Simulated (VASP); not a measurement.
Zr3TiO8 (lda): relaxation of cell and atoms with LDA

The system is Zr3TiO8 (lda).

```
Ti O Zr
1.0
     4.96333    0.00000    0.00000
     0.00000    4.96333    0.00000
     0.00000    0.00000    4.96333
Ti O Zr
1 8 3
Cartesian
  0.0000 0.0000 0.0000
  1.2171 1.2171 3.7462
  1.2171 3.7462 3.7462
  1.2171 3.7462 1.2171
  1.2171 1.2171 1.2171
  3.7462 1.2171 1.2171
  3.7462 3.7462 1.2171
  3.7462 3.7462 3.7462
  3.7462 1.2171 3.7462
  0.0000 2.4817 2.4817
  2.4817 0.0000 2.4817
  2.4817 2.4817 0.0000
```

* Program: VASP 6.6.1
* Task: relaxation of cell and atoms
* Functional: LDA
* Potentials or basis: VASP PAW LDA potentials, release 64 (Ti_sv, O, Zr_sv)
* Cutoff: 600 eV
* k mesh: 6 × 6 × 6
* Occupations: gaussian, width 0.02 eV
* Spin: no spin polarisation
* Dipole correction: no
* Further INCAR settings: ALGO = Normal; EDIFF = 1e-07; IBRION = 2; EDIFFG = -0.002; NSW = 100; ISIF = 3

```
Relaxed volume                         : 10.20 Å³/atom
Relaxed cell                           : a = 4.965 Å, b = 4.965 Å, c = 4.965 Å, α = 90.00°, β = 90.00°, γ = 90.00°
Space group after relaxing (to 0.05 Å) : Pm-3m (No. 221)
Energy gained by relaxing              : 0.0 meV/atom
Ionic steps                            : 3
Pressure after relaxing                : 0.0 GPa
Band gap on the k mesh                 : 1.68 eV, direct
```

Final structure:
```cif
data_structure
_symmetry_space_group_name_H-M 'P 1'
_symmetry_Int_Tables_number 1
_cell_length_a 4.9646
_cell_length_b 4.9646
_cell_length_c 4.9646
_cell_angle_alpha 90.000
_cell_angle_beta 90.000
_cell_angle_gamma 90.000
_cell_volume 122.36
loop_
_atom_site_label
_atom_site_type_symbol
_atom_site_fract_x
_atom_site_fract_y
_atom_site_fract_z
_atom_site_occupancy
Ti1 Ti 0.00000 0.00000 0.00000 1
O1 O 0.24521 0.24521 0.75479 1
O2 O 0.24521 0.75479 0.75479 1
O3 O 0.24521 0.75479 0.24521 1
O4 O 0.24521 0.24521 0.24521 1
O5 O 0.75479 0.24521 0.24521 1
O6 O 0.75479 0.75479 0.24521 1
O7 O 0.75479 0.75479 0.75479 1
O8 O 0.75479 0.24521 0.75479 1
Zr1 Zr 0.00000 0.50000 0.50000 1
Zr2 Zr 0.50000 0.00000 0.50000 1
Zr3 Zr 0.50000 0.50000 0.00000 1
```

Levels at points of the mesh, in eV from the valence-band top:
| k point | band 45 | band 46 | band 47 | band 48 | band 49 | band 50 | band 51 | band 52 |
| --- | --- | --- | --- | --- | --- | --- | --- | --- |
| (0.00, 0.00, 0.00) | -0.69 | -0.08 | -0.08 | 0.00 | 1.68 | 1.68 | 3.02 | 3.46 |
| (0.50, 0.00, 0.00) | -0.69 | -0.69 | -0.32 | -0.23 | 1.85 | 2.00 | 3.70 | 3.70 |
| (0.50, 0.50, 0.00) | -1.04 | -0.73 | -0.73 | -0.63 | 1.77 | 2.28 | 2.37 | 3.82 |
| (0.50, 0.50, 0.50) | -1.91 | -1.91 | -1.68 | -1.68 | 1.76 | 1.76 | 2.86 | 2.86 |

It took 14 min on 1 thread of AMD EPYC 7R13 (shared host), peak memory 0.26 GiB.

A k mesh can miss the band edges. A hybrid or GW would open this gap; LDA tends to underestimate it.
